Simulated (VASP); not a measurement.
# SiC in VASP: notebook

Runs on SiC. Level: PBEsol. Tasks: single point.

All numbers are computed with VASP 6.6.1; they aren't measurements. Logs are shortened: lines on timing, memory, paths and dates and some standing lists are left out, and cuts for length are marked.

### Step 1. The cell of the first run

The structure is cubic, space group F-43m (No. 216). Conventional cell: a = 4.696 Å, b = 4.696 Å, c = 4.696 Å, α = 90.00°, β = 90.00°, γ = 90.00°. Si (site symmetry -43m) has 4 C at 2.03 Å within 2.7 Å. Within 2.7 Å of C (site symmetry -43m) lie 4 Si at 2.03 Å.

### Step 2. Single point, PBEsol (strain +0.080 along x and y, +0.080 along z)

File INCAR:

```
  ALGO = Normal
  EDIFF = 1E-6
  ENCUT = 520
  GGA = PS
  ISIF = 2
  ISMEAR = 0
  LASPH = True
  LCHARG = False
  LREAL = False
  LWAVE = False
  NBANDS = 11
  NELM = 60
  PREC = Accurate
  SIGMA = 0.05
```

File KPOINTS:

```
k-points
0
Gamma
  12 12 12
```

File POSCAR:

```
SiC
1.0
    0.0000000000      2.3479200000      2.3479200000
    2.3479200000      0.0000000000      2.3479200000
    2.3479200000      2.3479200000      0.0000000000
Si C
1 1
Direct
    0.0000000000      0.0000000000      0.0000000000
    0.7500000000      0.7500000000      0.7500000000
```

Potentials or basis: VASP PAW PBE potentials, release 64 (Si, C).

Run with:

```
$ cat potpaw_PBE.64/Si/POTCAR potpaw_PBE.64/C/POTCAR > POTCAR
$ mpirun -np 1 vasp_std > vasp.out
```

OUTCAR:

```text
EDIFF = 1E-6
   ENCUT = 520
   GGA = PS
   ISIF = 2
   ISMEAR = 0
   LASPH = True
   LREAL = False
   NELM = 60
   PREC = Accurate

 ion  position               nearest neighbor table
   1  0.000  0.000  0.000-   2 2.03   2 2.03   2 2.03   2 2.03
   2  0.750  0.750  0.750-   1 2.03   1 2.03   1 2.03   1 2.03

  LATTYP: Found a face centered cubic cell.
 ALAT       =     4.6958400000

  Lattice vectors:

 A1 = (   0.0000000000,   2.3479200000,   2.3479200000)
 A2 = (   2.3479200000,   0.0000000000,   2.3479200000)
 A3 = (   2.3479200000,   2.3479200000,   0.0000000000)

Analysis of symmetry for initial positions (statically):
=====================================================================
 Subroutine PRICEL returns:
 Original cell was already a primitive cell.

 Routine SETGRP: Setting up the symmetry group for a
 face centered cubic supercell.

 Subroutine GETGRP returns: Found 24 space group operations
 (whereof 24 operations were pure point group operations)
 out of a pool of 48 trial point group operations.

The static configuration has the point symmetry T_d .

Analysis of symmetry for dynamics (positions and initial velocities):
=====================================================================
 Subroutine PRICEL returns:
 Original cell was already a primitive cell.

 Routine SETGRP: Setting up the symmetry group for a
 face centered cubic supercell.

 Subroutine GETGRP returns: Found 24 space group operations
 (whereof 24 operations were pure point group operations)
 out of a pool of 48 trial point group operations.

The dynamic configuration has the point symmetry T_d .

 Subroutine INISYM returns: Found 24 space group operations
 (whereof 24 operations are pure point group operations),
 and found     1 'primitive' translations

----------------------------------------------------------------------------------------

                                     Primitive cell

  volume of cell :      25.8869

  direct lattice vectors                    reciprocal lattice vectors
     0.000000000  2.347920000  2.347920000    -0.212954445  0.212954445  0.212954445
     2.347920000  0.000000000  2.347920000     0.212954445 -0.212954445  0.212954445
     2.347920000  2.347920000  0.000000000     0.212954445  0.212954445 -0.212954445

  length of vectors
     3.320460307  3.320460307  3.320460307     0.368847918  0.368847918  0.368847918

  position of ions in fractional coordinates (direct lattice)
     0.000000000  0.000000000  0.000000000
     0.750000000  0.750000000  0.750000000

  ion indices of the primitive-cell ions
   primitive index   ion index
                 1           1
                 2           2

----------------------------------------------------------------------------------------

 KPOINTS: k-points

Automatic generation of k-mesh.
 Grid dimensions read from file:
 generate k-points for:   12   12   12

 Generating k-lattice:

  Cartesian coordinates                     Fractional coordinates (reciprocal lattice)
    -0.017746204  0.017746204  0.017746204     0.083333333  0.000000000  0.000000000
     0.017746204 -0.017746204  0.017746204     0.000000000  0.083333333  0.000000000
     0.017746204  0.017746204 -0.017746204     0.000000000  0.000000000  0.083333333

  Length of vectors
     0.030737327  0.030737327  0.030737327

  Shift w.r.t. Gamma in fractional coordinates (k-lattice)
     0.000000000  0.000000000  0.000000000

 Subroutine IBZKPT returns following result:
 ===========================================

 Found     72 irreducible k-points:

 Following reciprocal coordinates:
            Coordinates               Weight
  0.000000  0.000000  0.000000      1.000000
  0.083333  0.000000  0.000000      8.000000
  0.166667  0.000000  0.000000      8.000000
  0.250000  0.000000  0.000000      8.000000
  0.333333  0.000000  0.000000      8.000000
  0.416667  0.000000  0.000000      8.000000
[... 16 lines left out ...]
  0.500000  0.166667  0.000000     24.000000
 -0.416667  0.166667  0.000000     24.000000
 [... further k-points ...]
   k-points           NKPTS =     72   k-points in BZ     NKDIM =     72   number of bands    NBANDS=     11
   number of dos      NEDOS =    301   number of ions     NIONS =      2
   total plane-waves  NPLWV =  21952
   dimension x,y,z NGX =    28 NGY =   28 NGZ =   28
   dimension x,y,z NGXF=    56 NGYF=   56 NGZF=   56
   ions per type =               1   1
   NGX,Y,Z   is equivalent  to a cutoff of  14.02, 14.02, 14.02 a.u.
   NGXF,Y,Z  is equivalent  to a cutoff of  28.04, 28.04, 28.04 a.u.
 SYSTEM =  unknown system
   PREC   = accura    normal or accurate (medium, high low for compatibility)
   ISTART =      0    job   : 0-new  1-cont  2-samecut
   ICHARG =      2    charge: 1-file 2-atom 10-const
   ISPIN  =      1    spin polarized calculation?
   LNONCOLLINEAR =      F non collinear calculations
   LSORBIT =      F    spin-orbit coupling
   LASPH  =      T    aspherical Exc in radial PAW
   ENCUT  =  520.0 eV  38.22 Ry    6.18 a.u.   6.17  6.17  6.17*2*pi/ulx,y,z
   NELM   =     60;   NELMIN=  2; NELMDL= -5     # of ELM steps
   EDIFF  = 0.1E-05   stopping-criterion for ELM
   LREAL  =      F    real-space projection
   EDIFFG = 0.1E-04   stopping-criterion for IOM
   NSW    =      0    number of steps for IOM
   IBRION =     -1    ionic relax: 0-MD 1-quasi-New 2-CG
   NFREE  =      0    steps in history (QN), initial steepest desc. (CG)
   ISIF   =      2    stress and relaxation
   ISYM   =      2    0-nonsym 1-usesym 2-fastsym
   POTIM  = 0.5000    time-step for ionic-motion
   TEBEG  =    0.0;   TEEND  =   0.0 temperature during run
   PSTRESS=    0.0 pullay stress
   NELECT =       8.0000    total number of electrons
   NUPDOWN=      -1.0000    fix difference up-down
   EMIN   =  10.00;   EMAX   =-10.00  energy-range for DOS
   EFERMI =   0.00;   METHOD = LEGACY
   ISMEAR =     0;   SIGMA  =   0.05  broadening in eV -4-tet -1-fermi 0-gaus
   EFERMI_NEDOS =   21; number of points for ismear=-14 and -15
   IALGO  =     38    algorithm
   IMIX   =      4    mixing-type and parameters
     AMIX     =   0.40;   BMIX     =  1.00
     AMIX_MAG =   1.60;   BMIX_MAG =  1.00
  volume/ion in A,a.u.               =      12.94        87.35
  Fermi-wavevector in a.u.,A,eV,Ry     =   1.106823  2.091592 16.667916  1.225057
  Thomas-Fermi vector in A             =   2.243329
   LORBIT       =      0    0 simple, 1 ext, 2 COOP (PROOUT), +10 PAW based schemes
   GGA     = PS    functional components
   LHFCALC =     F    Hartree Fock is set to
   AEXX    =    0.0000 exact exchange contribution
   IVDW    =     0    specifies the selected vdW correction
   LEPSILON=     F    determine dielectric tensor
   LRPA    =     F    only Hartree local field effects (RPA)
 non-spin polarized calculation
 Gauss-broadening in eV      SIGMA  =   0.05
  energy-cutoff  :      520.00
  volume of cell :       25.89
 maximum number of plane-waves:       725
 NGX is ok and might be reduce to    28
   NGX = 13   NGY = 13   NGZ = 13

 number of electron       8.0000000 magnetization

 Free energy of the ion-electron system (eV)
  ---------------------------------------------------
  ext. energy  EPLUGINS =         0.00000000
  ---------------------------------------------------
  free energy    TOTEN  =       -15.30065284 eV

  energy without entropy =      -15.30065284  energy(sigma->0) =      -15.30065284

 E-fermi :   5.9402     XC(G=0): -10.5659

 val. band max:        5.7283371362   @ k =   0.0000   0.0000   0.0000
 cond. band min:       7.1280241600   @ k =   0.5000   0.5000   0.0000
 fundamental gap:      1.3996870238
 Fermi energy:         5.9402219177

 k-point     1 :       0.0000    0.0000    0.0000
  band No.  band energies     occupation
      1      -8.0419      2.00000
      2       5.7283      2.00000
      3       5.7283      2.00000
      4       5.7283      2.00000
      5       9.3827      0.00000
      6      11.5968      0.00000
      7      11.5968      0.00000
      8      11.5968      0.00000
      9      18.8551      0.00000
     10      18.9660      0.00000
     11      18.9660      0.00000

 k-point     2 :       0.0833    0.0000    0.0000
  band No.  band energies     occupation
      1      -7.9283      2.00000
      2       4.9821      2.00000
      3       5.6385      2.00000
      4       5.6385      2.00000
      5       9.7716      0.00000
      6      11.6504      0.00000
      7      11.7497      0.00000
      8      11.7497      0.00000
      9      18.3335      0.00000
     10      18.3335      0.00000
     11      19.2860      0.00000

 k-point     3 :       0.1667    0.0000    0.0000
  band No.  band energies     occupation
      1      -7.5921      2.00000
      2       3.4518      2.00000
      3       5.4171      2.00000
      4       5.4171      2.00000
      5       9.9869      0.00000
      6      12.0763      0.00000
      7      12.0763      0.00000
      8      12.2150      0.00000
      9      17.6482      0.00000
     10      17.6482      0.00000
     11      19.4286      0.00000

 k-point     4 :       0.2500    0.0000    0.0000
  band No.  band energies     occupation
      1      -7.0490      2.00000
      2       1.7606      2.00000
      3       5.1583      2.00000
      4       5.1583      2.00000
      5       9.7521      0.00000
      6      12.2803      0.00000
      7      12.2803      0.00000
      8      13.1756      0.00000
      9      17.6540      0.00000
     10      17.6540      0.00000
     11      18.8968      0.00000
[... 239 lines left out ...]
 k-point    22 :       0.4167    0.1667    0.0000
  band No.  band energies     occupation
      1      -5.7168      2.00000
      2      -0.1377      2.00000
      3       3.5557      2.00000
      4       4.1054      2.00000
      5       9.6887      0.00000
      6      11.9414      0.00000
      7      13.5582      0.00000
      8      13.6057      0.00000
      9      17.2924      0.00000
     10      20.9251      0.00000
     11      21.1437      0.00000

 k-point    23 :       0.5000    0.1667    0.0000
  band No.  band energies     occupation
      1      -5.0480      2.00000
      2      -1.1848      2.00000
      3       3.1625      2.00000
      4       4.1638      2.00000
      5       9.7223      0.00000
      6      11.9104      0.00000
      7      13.3219      0.00000
      8      14.4683      0.00000
      9      17.7842      0.00000
     10      20.8160      0.00000
     11      21.3519      0.00000

 k-point    24 :      -0.4167    0.1667    0.0000
  band No.  band energies     occupation
      1      -4.9213      2.00000
      2      -1.3603      2.00000
      3       2.9093      2.00000
      4       4.3594      2.00000
      5       9.9225      0.00000
      6      11.8711      0.00000
      7      13.0710      0.00000
      8      14.8855      0.00000
      9      18.3210      0.00000
     10      19.2924      0.00000
     11      21.3636      0.00000

 [... further k-points ...]
[... 5 lines left out ...]
  --------------------------------------------------------------------------------------
  -------------------------------------------------------------------------------------
  Total       -5.0991334     -5.0991334     -5.0991334     -0.0000000      0.0000000     -0.0000000
  in kB     -315.5927927   -315.5927927   -315.5927927     -0.0000000      0.0000000     -0.0000000
  external PRESSURE =    -315.5927927 kB  Pullay stress =       0.0000000 kB

 VOLUME and BASIS-vectors are now :
 -----------------------------------------------------------------------------
  energy-cutoff  :      520.00
  volume of cell :       25.89
      direct lattice vectors                 reciprocal lattice vectors
     0.000000000  2.347920000  2.347920000    -0.212954445  0.212954445  0.212954445
     2.347920000  0.000000000  2.347920000     0.212954445 -0.212954445  0.212954445
     2.347920000  2.347920000  0.000000000     0.212954445  0.212954445 -0.212954445

 POSITION                                       TOTAL-FORCE (eV/Angst)
 -----------------------------------------------------------------------------------
      0.00000      0.00000      0.00000        -0.000000     -0.000000     -0.000000
      3.52188      3.52188      3.52188         0.000000      0.000000      0.000000
 -----------------------------------------------------------------------------------
    total drift:                               -0.000000     -0.000000     -0.000000

  FREE ENERGIE OF THE ION-ELECTRON SYSTEM (eV)
  ---------------------------------------------------
  free  energy   TOTEN  =       -15.3006528374 eV

  energy  without entropy=      -15.3006528374  energy(sigma->0) =      -15.30065284
```

Wall time 20 s (1 thread of Intel Xeon Platinum 8259CL at 2.50GHz (Skylake/Cascade Lake), shared host); peak memory 0.16 GiB.

Results:

```
Free energy            : -15.3007 eV
Pressure               : -31.6 GPa
Band gap on the k mesh : 1.40 eV, indirect (least direct gap 3.65 eV)
```

Caveat: the cell differs from its parent crystal (strain +0.080 along x and y, +0.080 along z); the PAW data sets were made with another functional, which shifts forces and pressure a little. A k mesh can miss the band edges.

### Step 3. Single point, PBEsol (strain -0.080 along x and y, -0.040 along z)

File INCAR:

```
PREC = Accurate
ENCUT = 520
EDIFF = 1E-6
ISMEAR = 0
SIGMA = 0.05
LREAL = False
LASPH = True
NELM = 100
ALGO = Normal
ISIF = 2
LWAVE = False
LCHARG = True
GGA = PS
LELF = True
LVHAR = True
NBANDS = 11
```

File KPOINTS:

```
Automatic mesh
0
Gamma
  12 12 12
```

File POSCAR:

```
SiC
1.0
    0.0000000000      2.0000800000      2.0870400000
    2.0000800000      0.0000000000      2.0870400000
    2.0000800000      2.0000800000      0.0000000000
Si C
1 1
Direct
    0.0000000000      0.0000000000      0.0000000000
    0.7500000000      0.7500000000      0.7500000000
```

Potentials or basis: VASP PAW PBE potentials, release 64 (Si, C).

Run with:

```
$ cat potpaw_PBE.64/Si/POTCAR potpaw_PBE.64/C/POTCAR > POTCAR
$ mpirun -np 1 vasp_std > vasp.out
```

Wall time 18 s (1 thread of Intel Xeon Platinum 8259CL at 2.50GHz (Skylake/Cascade Lake), shared host); peak memory 0.15 GiB.

The run converged. Its results:

* Free energy: -15.1429 eV
* Pressure: 71.4 GPa
* Band gap on the k mesh: 0.74 eV, indirect (least direct gap 4.57 eV)

Stress tensor (GPa, compression positive):
```
75.20  0.00  0.00
 0.00 75.20  0.00
 0.00  0.00 63.72
```

Levels at points of the mesh, in eV from the valence-band top:
```csv
k point,band 2,band 3,band 4,band 5,band 6,band 7
"(0.00, 0.00, 0.00)",-0.34,-0.02,-0.02,8.60,8.75,8.75
"(0.50, 0.00, 0.00)",-10.01,-1.53,-0.90,6.76,8.05,8.35
"(0.50, 0.50, 0.00)",-9.14,-3.38,-3.38,1.20,5.42,16.62
"(0.50, 0.00, 0.50)",-8.53,-3.95,-3.89,0.74,4.63,15.44
```

Caveat: the cell differs from its parent crystal (strain -0.080 along x and y, -0.040 along z); the PAW data sets were made with another functional, which shifts forces and pressure a little. A k mesh can miss the band edges.
